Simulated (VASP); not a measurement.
AlN, 2 atoms in the cell. Symmetry: I4/mmm, No. 139, tetragonal system. Conventional cell: a = 2.855 Å, b = 2.855 Å, c = 4.159 Å, α = 90.00°, β = 90.00°, γ = 90.00°. Al (site symmetry 4/mmm) has 6 N at 2.02 to 2.08 Å within 2.7 Å. N (site symmetry 4/mmm) has 6 Al at 2.02 to 2.08 Å within 2.7 Å.  This cell differs from its parent crystal: uniaxial z strain +3.0%.

```yaml
Program: VASP 6.6.1
Task: single point
Functional: PBE
Potentials_or_basis: VASP PAW PBE potentials, release 64 (Al, N)
Cutoff: 520 eV
k_mesh: 6 × 6 × 6
Occupations: gaussian, width 0.01 eV
Spin: no spin polarisation
Dipole_correction: no
Further_INCAR_settings: ALGO = Normal; EDIFF = 1e-07; NBANDS = 11
```

Potentials or basis: VASP PAW PBE potentials, release 64 (Al, N).

Run with:

```sh
$ cat potpaw_PBE.64/Al/POTCAR potpaw_PBE.64/N/POTCAR > POTCAR
$ mpirun -np 1 vasp_std > vasp.out
```

Hardware: 1 thread of Intel Xeon 8259CL (shared host).

Question: Estimate the wall time of this run.

Answer: Run time: 8.1 s on 1 thread of Intel Xeon 8259CL (shared host), peak memory 0.13 GiB. Counts: scf iterations 13, k points 30.
